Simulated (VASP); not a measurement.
The system is Os.

```
Os
1.0
     2.49742    0.00000    0.00000
     0.00000    2.49742    0.00000
     0.00000    0.00000    2.71237
Os
1
Direct
  0.00000 0.00000 0.50000
```

The cell was generated, and may not be a known phase.

| Item | Value |
| --- | --- |
| Program | VASP 6.6.1 |
| Task | relaxation of cell and atoms |
| Functional | PBE |
| Potentials or basis | VASP PAW PBE potentials, release 64 (Os_sv_GW) |
| Cutoff | 560 eV |
| k mesh | 6 × 6 × 6 |
| Occupations | gaussian, width 0.1 eV |
| Spin | no spin polarisation |

At the start: pressure -0.1 GPa; volume 16.92 Å³/atom.

Q: How do energy, volume and symmetry change on relaxing?

A: Over 8 steps the energy falls by 8.9 meV/atom and the volume is 16.78 Å³/atom (-0.8 %); space group P4/mmm (No. 123, to 0.1 Å) before, Pm-3m (No. 221, to 0.1 Å).

The path:
```
step  energy change (eV)  largest force (eV/Å)  pressure (GPa)  volume (Å³)
   1              0.0000                0.0000           -0.13        16.92
   2             -0.0079                0.0000           -1.21        16.88
   3             -0.0081                0.0000           -1.28        16.87
   4             -0.0085                0.0000           -1.30        16.86
   5             -0.0068                0.0000           -1.15        16.83
   6             -0.0086                0.0000           -1.30        16.86
   7             -0.0047                0.0000            4.71        16.50
   8             -0.0089                0.0000           -0.04        16.78
```

Final structure:
```
Os
1.0
     2.53516    0.00000    0.00000
     0.00000    2.53516    0.00000
     0.00000    0.00000    2.61049
Os
1
Cartesian
  0.0000 0.0000 1.3052
```

Caveat: the k points lie up to 0.41 Å⁻¹ apart in the final cell, too coarse for converged energies and pressures of a metal.
